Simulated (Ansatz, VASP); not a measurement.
Ir in VASP and in Ansatz

File INCAR:

```
SYSTEM = Ir
PREC     = Accurate       ! precision mode
ENCUT    = 520            ! plane-wave cutoff, eV
EDIFF    = 1E-6           ! SCF threshold, eV
ISMEAR   = -1             ! smearing method
SIGMA    = 0.05           ! smearing width, eV
LREAL    = .FALSE.        ! projectors in reciprocal space
LASPH    = .TRUE.         ! aspherical terms in the spheres
NELM     = 80             ! most SCF steps
ALGO     = Normal         ! electronic algorithm
ISIF     = 2              ! what is computed and relaxed
LWAVE    = .FALSE.        ! write WAVECAR
LCHARG   = .FALSE.        ! write CHGCAR
GGA      = RP             ! functional
NBANDS   = 10             ! bands
```

Contents of KPOINTS:

```
Automatic mesh
0
G
  12 12 12
  0 0 0
```

Contents of POSCAR:

```
Ir
1.0
    0.0000000000      1.9156000000      1.9156000000
    1.9156000000      0.0000000000      1.9156000000
    1.9156000000      1.9156000000      0.0000000000
Ir
1
Direct
    0.0000000000      0.0000000000      0.0000000000
```

The input input.yaml:

```yaml
crystal:
  lattice:
    - [0.0, 1.9156, 1.9156]
    - [1.9156, 0.0, 1.9156]
    - [1.9156, 1.9156, 0.0]
  atoms:
    - { symbol: Ir, position: [0.0, 0.0, 0.0] }
kpoints:
  mp_grid: { grid: [12, 12, 12] }
  band_path:
    path:
      - [0.0, 0.0, 0.0]
      - [0.5, 0.0, 0.5]
      - [0.5, 0.25, 0.75]
      - [0.375, 0.375, 0.75]
      - [0.0, 0.0, 0.0]
      - [0.5, 0.5, 0.5]
      - [0.625, 0.25, 0.625]
      - [0.5, 0.25, 0.75]
    npoints: 6
scf:
  occupations: { method: fermi_dirac, width: 0.05 }
hamiltonian:
  xc: rpbe
  pseudopotentials: { kind: all_electron, lapw: { basis_error: 0.001 } }
output:
  forces: true
  stress: true
  eigenvalues: true
```

Alike in both runs: functional RPBE; k mesh 12 × 12 × 12; occupations fermi-dirac, width 0.05 eV; no spin polarisation.

```csv
,VASP,Ansatz
version,VASP 6.6.1,Ansatz 0.2.0
potentials or method,"VASP PAW PBE potentials, release 64 (Ir), cutoff 520 eV","all-electron LAPW, scalar-relativistic"
task,single point,band structure
```

|  | VASP | Ansatz | Ansatz less VASP |
| --- | --- | --- | --- |
| gap on the k mesh at the Fermi level (eV) | none | none | - |
| pressure (GPa) | 15.9 | 15.3 | -0.60 |

VASP's potentials were made for PBE, not for RPBE. A gap of «none» marks a metal or a gap that the smearing closes. Ansatz ran all-electron here, and VASP with PAW potentials.

Spin-orbit coupling is off throughout.
